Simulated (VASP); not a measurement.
Mg, 2 atoms in the cell. Symmetry: P6_3/mmc, No. 194, hexagonal system. The conventional cell has a = 3.302 Å, b = 3.302 Å, c = 5.355 Å, α = 90.00°, β = 90.00°, γ = 120.00°. Within 4.3 Å of Mg (site symmetry -6m2) lie 12 Mg at 3.29 to 3.30 Å. 

| Property | Result |
| --- | --- |
| Program | VASP 6.6.1 |
| Task | single point |
| Functional | r2SCAN |
| Potentials or basis | VASP PAW PBE potentials, release 64 (Mg) |
| Cutoff | 520 eV |
| k mesh | 19 × 19 × 10 |
| Occupations | fermi-dirac, width 0.1 eV |
| Spin | no spin polarisation |
| Dipole correction | no |
| Further INCAR settings | ALGO = Normal; EDIFF = 1e-07; NBANDS = 9 |

Potentials or basis: VASP PAW PBE potentials, release 64 (Mg).

Run with:

```sh
$ cat potpaw_PBE.64/Mg/POTCAR > POTCAR
$ cp INCAR.step1 INCAR
$ mpirun -np 1 vasp_std > vasp.out
$ cp INCAR.step2 INCAR
$ mpirun -np 1 vasp_std > vasp.out
```

Hardware: 1 thread of AMD EPYC 7R13 (shared host).

**Question.** How long does it take, and how much memory?

**Answer.** Run time: 7.2 min on 1 thread of AMD EPYC 7R13 (shared host), peak memory 0.22 GiB. Counts: k points 240.
